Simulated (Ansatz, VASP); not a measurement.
# Si7Ni8: VASP beside Ansatz

INCAR

```
SYSTEM = Si7Ni8
PREC = Accurate
ENCUT = 520
EDIFF = 1E-6
ISMEAR = 0
SIGMA = 0.1
LREAL = Auto
LASPH = .True.
NELM = 60
ALGO = Fast
ISIF = 2
LWAVE = .False.
LCHARG = .False.
GGA = PE
NBANDS = 67
```

File KPOINTS:

```
regular mesh
0
Gamma
  7 7 7
  0 0 0
```

The input POSCAR:

```
Si7Ni8
1.0
   -6.1049310000     -0.0257160000     -0.0140700000
   -3.0495970000      3.0497720000     -4.7918490000
   -3.0770220000     -3.0964100000     -4.8063250000
Si Ni
7 8
Direct
    0.6434242370      0.3569434480      0.7974811485
    0.1994464380      0.3202422333      0.8328513308
    0.6802871103      0.8020747695      0.3519289920
    0.1587855824      0.8412325760      0.3130328017
    0.0982907687      0.4066381678      0.4308554201
    0.0680285285      0.9321895398      0.9091233048
    0.5939895592      0.9020848176      0.9351680518
    0.4122785174      0.5879341744      0.0684193886
    0.9279663727      0.5596287104      0.1021281505
    0.4409179614      0.0721785551      0.5889917490
    0.8941193029      0.1059963216      0.5616233781
    0.8507707613      0.6545803057      0.6868520848
    0.2982948686      0.7017216986      0.6572190592
    0.8170010376      0.1842386626      0.1395868269
    0.3456304496      0.1497623822      0.1914513836
```

Input for Ansatz:

```yaml
crystal:
  lattice:
    - [-6.104931, -0.025716, -0.01407]
    - [-3.049597, 3.049772, -4.791849]
    - [-3.077022, -3.09641, -4.806325]
  atoms:
    - { symbol: Si, position: [0.643424237, 0.356943448, 0.7974811485] }
    - { symbol: Si, position: [0.199446438, 0.3202422333, 0.8328513308] }
    - { symbol: Si, position: [0.6802871103, 0.8020747695, 0.351928992] }
    - { symbol: Si, position: [0.1587855824, 0.841232576, 0.3130328017] }
    - { symbol: Si, position: [0.0982907687, 0.4066381678, 0.4308554201] }
    - { symbol: Si, position: [0.0680285285, 0.9321895398, 0.9091233048] }
    - { symbol: Si, position: [0.5939895592, 0.9020848176, 0.9351680518] }
    - { symbol: Ni, position: [0.4122785174, 0.5879341744, 0.0684193886] }
    - { symbol: Ni, position: [0.9279663727, 0.5596287104, 0.1021281505] }
    - { symbol: Ni, position: [0.4409179614, 0.0721785551, 0.588991749] }
    - { symbol: Ni, position: [0.8941193029, 0.1059963216, 0.5616233781] }
    - { symbol: Ni, position: [0.8507707613, 0.6545803057, 0.6868520848] }
    - { symbol: Ni, position: [0.2982948686, 0.7017216986, 0.6572190592] }
    - { symbol: Ni, position: [0.8170010376, 0.1842386626, 0.1395868269] }
    - { symbol: Ni, position: [0.3456304496, 0.1497623822, 0.1914513836] }
basis:
  ecutwfc: 420
kpoints:
  mp_grid: { grid: [7, 7, 7] }
hamiltonian:
  xc: pbe
scf:
  occupations: { method: gaussian, width: 0.1 }
  n_extra_bands: 8
output:
  forces: true
  stress: true
  eigenvalues: true
  populations: true
  dos:
    method: { smearing: { sigma: 0.1, scheme: gaussian } }
    projected: true
    de: 0.02
```

Alike in both runs: task single point; functional PBE; k mesh 7 × 7 × 7; occupations gaussian, width 0.1 eV; no spin polarisation.

|  | VASP | Ansatz |
| --- | --- | --- |
| version | VASP 6.6.1 | Ansatz 0.2.0 |
| potentials or method | VASP PAW PBE potentials, release 64 (Si, Ni), cutoff 520 eV | scalar-relativistic, plane waves, PAW |
| valence electrons in the cell | 108 | 172 |

```csv
,VASP,Ansatz,Ansatz less VASP
gap on the k mesh at the Fermi level (eV),none,none,-
pressure (GPa),0.0,-0.1,-0.08
"traceless stress, the component that is largest in VASP (GPa)",-0.21,-0.19,+0.018
rms of the force components (eV/Å),0.035,0.033,-0.0021
```

Atom by atom the forces differ by 0.005 eV/Å (rms over components). A gap of «none» marks a metal or a gap that the smearing closes. VASP's potentials hold 108 valence electrons a cell and Ansatz's 172, so a difference there can come from the potentials and not from the codes.
